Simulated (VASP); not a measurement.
Input of a VASP 6.6.1 run:

Contents of POSCAR:

```
Ge
1.0
   -2.4958980000      2.6508630000      1.4369470000
    2.4958980000     -2.6508630000      1.4369470000
    2.4958980000      2.6508630000     -1.4369470000
Ge
2
Direct
    0.3140570000      0.0640570000      0.2500000000
    0.6859430000      0.9359430000      0.7500000000
```

File INCAR.step1:

```
PREC = Accurate
ENCUT = 520
ISMEAR = -1
SIGMA = 0.05
LREAL = F
LASPH = T
NELM = 100
NBANDS = 21
GGA = PE
ALGO = Normal
EDIFF = 1E-4
LWAVE = T
LCHARG = F
```

The input INCAR.step2:

```
PREC = Accurate
ENCUT = 520
EDIFF = 1E-7
ISMEAR = -1
SIGMA = 0.05
LREAL = F
LASPH = T
NELM = 100
ALGO = Normal
ISIF = 2
LWAVE = F
LCHARG = F
METAGGA = R2SCAN
LMIXTAU = T
NBANDS = 21
ISTART = 1
```

File KPOINTS:

```
regular mesh
0
Gamma
  11 11 11
```

Potentials or basis: VASP PAW PBE potentials, release 64 (Ge_d).

Launch:

```console
$ cat potpaw_PBE.64/Ge_d/POTCAR > POTCAR
$ cp INCAR.step1 INCAR
$ mpirun -np 1 vasp_std > vasp.out
$ cp INCAR.step2 INCAR
$ mpirun -np 1 vasp_std > vasp.out
```

Question: Estimate the pressure.

Answer: -1.5 GPa.

Question: Estimate the band gap on the k mesh.

Answer: Zero (band 14 reaches 8.62 eV, above the bottom of band 15 at 3.14 eV).

Forces on the atoms (eV/Å):
```
Ge   0.000  0.000  0.090
Ge   0.000  0.000 -0.090
```

Caveat: the PAW data sets were made with another functional, which shifts forces and pressure a little.
